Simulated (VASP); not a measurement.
# C (Im-3m) in VASP: notebook

The runs below take C through single point, with PBEsol.

All numbers are computed with VASP 6.6.1; they aren't measurements. Logs are shortened: lines on timing, memory, paths and dates and some standing lists are left out, and cuts for length are marked.

## 1. The cell of the first run

The structure is cubic, space group Im-3m (No. 229). The conventional cell has a = 1.859 Å, b = 1.859 Å, c = 1.859 Å, α = 90.00°, β = 90.00°, γ = 90.00°. Within 2.1 Å of C (site symmetry m-3m) lie 14 C at 1.61 to 1.86 Å.

## 2. Single point, PBEsol (volume scaled by 0.5)

The input, INCAR:

```
SYSTEM = C
PREC = Accurate ; ENCUT = 520
EDIFF = 1E-6 ; ISMEAR = -1
SIGMA = 0.08 ; LREAL = .False.
LASPH = .True. ; NELM = 100
ALGO = Normal ; ISIF = 2
LWAVE = .False. ; LCHARG = .False.
GGA = PS ; NBANDS = 8
```

The input, KPOINTS:

```
Automatic mesh
0
Gamma
  22 22 22
  0 0 0
```

The input, POSCAR:

```
C
1.0
   -0.9294272400      0.9294272400      0.9294272400
    0.9294272400     -0.9294272400      0.9294272400
    0.9294272400      0.9294272400     -0.9294272400
C
1
Direct
    0.0000000000      0.0000000000      0.0000000000
```

Potentials or basis: VASP PAW PBE potentials, release 64 (C).

On the command line:

```console
$ cat potpaw_PBE.64/C/POTCAR > POTCAR
$ mpirun -np 1 vasp_std > vasp.out
```

OUTCAR:

```text
SYSTEM = C
   PREC = Accurate
   ENCUT = 520
   EDIFF = 1E-6
   ISMEAR = -1
   LREAL = .False.
   LASPH = .True.
   NELM = 100
   ISIF = 2
   GGA = PS

 ion  position               nearest neighbor table
   1  0.000  0.000  0.000-

  LATTYP: Found a body centered cubic cell.
 ALAT       =     1.8588544800

  Lattice vectors:

 A1 = (  -0.9294272400,   0.9294272400,   0.9294272400)
 A2 = (   0.9294272400,  -0.9294272400,   0.9294272400)
 A3 = (   0.9294272400,   0.9294272400,  -0.9294272400)

Analysis of symmetry for initial positions (statically):
=====================================================================
 Subroutine PRICEL returns:
 Original cell was already a primitive cell.

 Routine SETGRP: Setting up the symmetry group for a
 body centered cubic supercell.

 Subroutine GETGRP returns: Found 48 space group operations
 (whereof 48 operations were pure point group operations)
 out of a pool of 48 trial point group operations.

The static configuration has the point symmetry O_h .

Analysis of symmetry for dynamics (positions and initial velocities):
=====================================================================
 Subroutine PRICEL returns:
 Original cell was already a primitive cell.

 Routine SETGRP: Setting up the symmetry group for a
 body centered cubic supercell.

 Subroutine GETGRP returns: Found 48 space group operations
 (whereof 48 operations were pure point group operations)
 out of a pool of 48 trial point group operations.

The dynamic configuration has the point symmetry O_h .

 Subroutine INISYM returns: Found 48 space group operations
 (whereof 48 operations are pure point group operations),
 and found     1 'primitive' translations

----------------------------------------------------------------------------------------

                                     Primitive cell

  volume of cell :       3.2115

  direct lattice vectors                    reciprocal lattice vectors
    -0.929427240  0.929427240  0.929427240     0.000000000  0.537965726  0.537965726
     0.929427240 -0.929427240  0.929427240     0.537965726  0.000000000  0.537965726
     0.929427240  0.929427240 -0.929427240     0.537965726  0.537965726  0.000000000

  length of vectors
     1.609815202  1.609815202  1.609815202     0.760798426  0.760798426  0.760798426

  position of ions in fractional coordinates (direct lattice)
     0.000000000  0.000000000  0.000000000

  ion indices of the primitive-cell ions
   primitive index   ion index
                 1           1

----------------------------------------------------------------------------------------

 KPOINTS: Automatic mesh

Automatic generation of k-mesh.
 Grid dimensions read from file:
 generate k-points for:   22   22   22

 Generating k-lattice:

  Cartesian coordinates                     Fractional coordinates (reciprocal lattice)
     0.000000000  0.024452988  0.024452988     0.045454545  0.000000000  0.000000000
     0.024452988  0.000000000  0.024452988     0.000000000  0.045454545  0.000000000
     0.024452988  0.024452988  0.000000000     0.000000000  0.000000000  0.045454545

  Length of vectors
     0.034581747  0.034581747  0.034581747

  Shift w.r.t. Gamma in fractional coordinates (k-lattice)
     0.000000000  0.000000000  0.000000000

 Subroutine IBZKPT returns following result:
 ===========================================

 Found    328 irreducible k-points:

 Following reciprocal coordinates:
            Coordinates               Weight
  0.000000  0.000000  0.000000      1.000000
  0.045455  0.000000  0.000000     12.000000
  0.090909  0.000000  0.000000     12.000000
  0.136364  0.000000  0.000000     12.000000
  0.181818  0.000000  0.000000     12.000000
  0.227273  0.000000  0.000000     12.000000
[... 16 lines left out ...]
  0.090909  0.090909  0.000000     24.000000
  0.136364  0.090909  0.000000     48.000000
 [... further k-points ...]
   k-points           NKPTS =    328   k-points in BZ     NKDIM =    328   number of bands    NBANDS=      8
   number of dos      NEDOS =    301   number of ions     NIONS =      1
   total plane-waves  NPLWV =   1728
   dimension x,y,z NGX =    12 NGY =   12 NGZ =   12
   dimension x,y,z NGXF=    24 NGYF=   24 NGZF=   24
   ions per type =               1
   NGX,Y,Z   is equivalent  to a cutoff of  12.39, 12.39, 12.39 a.u.
   NGXF,Y,Z  is equivalent  to a cutoff of  24.78, 24.78, 24.78 a.u.
 SYSTEM =  C
   PREC   = accura    normal or accurate (medium, high low for compatibility)
   ISTART =      0    job   : 0-new  1-cont  2-samecut
   ICHARG =      2    charge: 1-file 2-atom 10-const
   ISPIN  =      1    spin polarized calculation?
   LNONCOLLINEAR =      F non collinear calculations
   LSORBIT =      F    spin-orbit coupling
   LASPH  =      T    aspherical Exc in radial PAW
   ENCUT  =  520.0 eV  38.22 Ry    6.18 a.u.   2.99  2.99  2.99*2*pi/ulx,y,z
   NELM   =    100;   NELMIN=  2; NELMDL= -5     # of ELM steps
   EDIFF  = 0.1E-05   stopping-criterion for ELM
   LREAL  =      F    real-space projection
   EDIFFG = 0.1E-04   stopping-criterion for IOM
   NSW    =      0    number of steps for IOM
   IBRION =     -1    ionic relax: 0-MD 1-quasi-New 2-CG
   NFREE  =      0    steps in history (QN), initial steepest desc. (CG)
   ISIF   =      2    stress and relaxation
   ISYM   =      2    0-nonsym 1-usesym 2-fastsym
   POTIM  = 0.5000    time-step for ionic-motion
   TEBEG  =    0.0;   TEEND  =   0.0 temperature during run
   PSTRESS=    0.0 pullay stress
   NELECT =       4.0000    total number of electrons
   NUPDOWN=      -1.0000    fix difference up-down
   EMIN   =  10.00;   EMAX   =-10.00  energy-range for DOS
   EFERMI =   0.00;   METHOD = LEGACY
   ISMEAR =    -1;   SIGMA  =   0.08  broadening in eV -4-tet -1-fermi 0-gaus
   EFERMI_NEDOS =   21; number of points for ismear=-14 and -15
   IALGO  =     38    algorithm
   IMIX   =      4    mixing-type and parameters
     AMIX     =   0.40;   BMIX     =  1.00
     AMIX_MAG =   1.60;   BMIX_MAG =  1.00
  volume/ion in A,a.u.               =       3.21        21.67
  Fermi-wavevector in a.u.,A,eV,Ry     =   1.761406  3.328574 42.212763  3.102551
  Thomas-Fermi vector in A             =   2.829982
   LORBIT       =      0    0 simple, 1 ext, 2 COOP (PROOUT), +10 PAW based schemes
   GGA     = PS    functional components
   LHFCALC =     F    Hartree Fock is set to
   AEXX    =    0.0000 exact exchange contribution
   IVDW    =     0    specifies the selected vdW correction
   LEPSILON=     F    determine dielectric tensor
   LRPA    =     F    only Hartree local field effects (RPA)
 non-spin polarized calculation
  energy-cutoff  :      520.00
  volume of cell :        3.21
 maximum number of plane-waves:        96
   NGX =  5   NGY =  5   NGZ =  5

 number of electron       3.9999999 magnetization

 Free energy of the ion-electron system (eV)
  ---------------------------------------------------
  ext. energy  EPLUGINS =         0.00000000
  ---------------------------------------------------
  free energy    TOTEN  =        -2.18105194 eV

  energy without entropy =       -2.17689889  energy(sigma->0) =       -2.17897542

 E-fermi :  22.3558     XC(G=0): -16.9828

 val. band max:       22.3512056834   @ k =  -0.3636  -0.4545   0.0455
 cond. band min:      22.3583435998   @ k =   0.2727   0.2273   0.2273
 fundamental gap:      0.0071379163
 Fermi energy:        22.3557790479

 k-point     1 :       0.0000    0.0000    0.0000
  band No.  band energies     occupation
      1     -10.6461      2.00000
      2      40.4293      0.00000
      3      40.4293      0.00000
      4      40.4293      0.00000
      5      70.0318      0.00000
      6      70.0318      0.00000
      7      70.0318      0.00000
      8      75.9273      0.00000

 k-point     2 :       0.0455    0.0000    0.0000
  band No.  band energies     occupation
      1     -10.5053      2.00000
      2      39.9965      0.00000
      3      40.0886      0.00000
      4      40.3482      0.00000
      5      68.6079      0.00000
      6      68.6227      0.00000
      7      70.7102      0.00000
      8      73.6410      0.00000

 k-point     3 :       0.0909    0.0000    0.0000
  band No.  band energies     occupation
      1     -10.0826      2.00000
      2      38.6935      0.00000
      3      39.1673      0.00000
      4      40.1090      0.00000
      5      65.0862      0.00000
      6      65.9542      0.00000
      7      72.6519      0.00000
      8      72.7457      0.00000

 k-point     4 :       0.1364    0.0000    0.0000
  band No.  band energies     occupation
      1      -9.3787      2.00000
      2      36.5026      0.00000
      3      37.8727      0.00000
      4      39.7260      0.00000
      5      61.8951      0.00000
      6      63.2088      0.00000
      7      71.6176      0.00000
      8      75.0059      0.00000

 k-point     5 :       0.1818    0.0000    0.0000
  band No.  band energies     occupation
      1      -8.3950      2.00000
      2      33.5226      0.00000
      3      36.4180      0.00000
      4      39.2267      0.00000
      5      59.6421      0.00000
      6      60.6747      0.00000
      7      71.1037      0.00000
      8      76.9237      0.00000

 k-point     6 :       0.2273    0.0000    0.0000
  band No.  band energies     occupation
      1      -7.1354      2.00000
      2      29.9815      0.00000
      3      34.9644      0.00000
      4      38.6515      0.00000
      5      58.2606      0.00000
      6      58.4347      0.00000
      7      71.1861      0.00000
      8      79.2886      0.00000

 k-point     7 :       0.2727    0.0000    0.0000
  band No.  band energies     occupation
      1      -5.6039      2.00000
      2      26.1617      0.00000
      3      33.6213      0.00000
      4      38.0518      0.00000
      5      56.5197      0.00000
      6      57.5448      0.00000
      7      71.8148      0.00000
      8      81.9010      0.00000

 k-point     8 :       0.3182    0.0000    0.0000
  band No.  band energies     occupation
      1      -3.8158      2.00000
      2      22.2887      1.39645
      3      32.4566      0.00000
      4      37.4787      0.00000
      5      54.9433      0.00000
      6      57.2774      0.00000
      7      72.9140      0.00000
      8      83.9264      0.00000

 k-point     9 :       0.3636    0.0000    0.0000
  band No.  band energies     occupation
      1      -1.8003      2.00000
      2      18.5420      2.00000
      3      31.5175      0.00000
      4      36.9797      0.00000
      5      53.7128      0.00000
      6      57.2846      0.00000
      7      74.3549      0.00000
      8      83.6413      0.00000

 k-point    10 :       0.4091    0.0000    0.0000
  band No.  band energies     occupation
      1       0.3602      2.00000
      2      15.0936      2.00000
      3      30.8274      0.00000
      4      36.5969      0.00000
      5      52.8318      0.00000
      6      57.4202      0.00000
      7      75.9589      0.00000
      8      82.6081      0.00000
[... 78 lines left out ...]
 k-point    18 :       0.2727    0.0455    0.0000
  band No.  band energies     occupation
      1      -4.6348      2.00000
      2      24.2870      0.00000
      3      32.6569      0.00000
      4      37.2803      0.00000
      5      56.2302      0.00000
      6      57.4509      0.00000
      7      72.3138      0.00000
      8      83.5541      0.00000

 k-point    19 :       0.3182    0.0455    0.0000
  band No.  band energies     occupation
      1      -2.7261      2.00000
      2      20.4609      2.00000
      3      31.6040      0.00000
      4      36.6929      0.00000
      5      54.9511      0.00000
      6      57.3916      0.00000
      7      73.5714      0.00000
      8      84.0522      0.00000

 k-point    20 :       0.3636    0.0455    0.0000
  band No.  band energies     occupation
      1      -0.6195      2.00000
      2      16.8385      2.00000
      3      30.7925      0.00000
      4      36.2114      0.00000
      5      53.9827      0.00000
      6      57.5219      0.00000
      7      75.0934      0.00000
      8      82.8131      0.00000

 k-point    21 :       0.4091    0.0455    0.0000
  band No.  band energies     occupation
      1       1.5446      2.00000
      2      13.6317      2.00000
      3      30.2431      0.00000
      4      35.8715      0.00000
      5      53.3330      0.00000
      6      57.7059      0.00000
      7      76.6386      0.00000
      8      81.6427      0.00000

 k-point    22 :       0.4545    0.0455    0.0000
  band No.  band energies     occupation
      1       3.2655      2.00000
      2      11.3806      2.00000
      3      29.9642      0.00000
      4      35.6957      0.00000
      5      53.0068      0.00000
      6      57.8307      0.00000
      7      77.7779      0.00000
      8      80.8904      0.00000

 k-point    23 :       0.0909    0.0909    0.0000
  band No.  band energies     occupation
      1      -8.9566      2.00000
      2      35.8463      0.00000
      3      36.9030      0.00000
      4      38.9682      0.00000
      5      60.8888      0.00000
      6      62.2314      0.00000
      7      70.9837      0.00000
      8      76.1971      0.00000

 k-point    24 :       0.1364    0.0909    0.0000
  band No.  band energies     occupation
      1      -7.9731      2.00000
      2      33.4721      0.00000
      3      35.0135      0.00000
      4      38.2280      0.00000
      5      59.2164      0.00000
      6      60.6259      0.00000
      7      71.0173      0.00000
      8      78.0934      0.00000

 [... further k-points ...]

------------------------ aborting loop because EDIFF is reached ----------------------------------------

  FORCE on cell =-STRESS in cart. coord.  units (eV):
  Direction    XX          YY          ZZ          XY          YZ          ZX
  --------------------------------------------------------------------------------------
  -------------------------------------------------------------------------------------
  Total       11.2562362     11.2562362     11.2562362      0.0000000      0.0000000      0.0000000
  in kB     5615.6185080   5615.6185080   5615.6185080      0.0000000      0.0000000      0.0000000
  external PRESSURE =    5615.6185080 kB  Pullay stress =       0.0000000 kB

 VOLUME and BASIS-vectors are now :
 -----------------------------------------------------------------------------
  energy-cutoff  :      520.00
  volume of cell :        3.21
      direct lattice vectors                 reciprocal lattice vectors
    -0.929427240  0.929427240  0.929427240     0.000000000  0.537965726  0.537965726
     0.929427240 -0.929427240  0.929427240     0.537965726  0.000000000  0.537965726
     0.929427240  0.929427240 -0.929427240     0.537965726  0.537965726  0.000000000

 POSITION                                       TOTAL-FORCE (eV/Angst)
 -----------------------------------------------------------------------------------
      0.00000      0.00000      0.00000         0.000000      0.000000      0.000000
 -----------------------------------------------------------------------------------
    total drift:                               -0.000000     -0.000000     -0.000000

  FREE ENERGIE OF THE ION-ELECTRON SYSTEM (eV)
  ---------------------------------------------------
  free  energy   TOTEN  =        -2.1810519443 eV

  energy  without entropy=       -2.1768988857  energy(sigma->0) =       -2.17897542
```

Run time: 3.5 s. Hardware: 1 thread of Intel Xeon Platinum 8375C at 2.90GHz (Ice Lake), shared host; peak memory 0.1 GiB.

What came out:

| Quantity | Value |
| --- | --- |
| Free energy | -2.1811 eV |
| Pressure | 561.6 GPa |
| Band gap on the k mesh | zero (band 2 reaches 40.43 eV, above the bottom of band 3 at 15.49 eV) |

Levels at points of the mesh, in eV from the Fermi level:
```csv
k point,band 1,band 2,band 3,band 4,band 5,band 6
"(0.00, 0.00, 0.00)",-33.00,18.07,18.07,18.07,47.68,47.68
"(0.50, 0.00, 0.00)",-18.93,-11.39,7.91,13.92,29.77,35.26
"(0.50, 0.50, 0.50)",-4.52,-4.52,-4.52,11.35,11.35,13.29
```

Caveat: the PAW data sets were made with another functional, which shifts forces and pressure a little.

(Continued in part 2 of 2.)
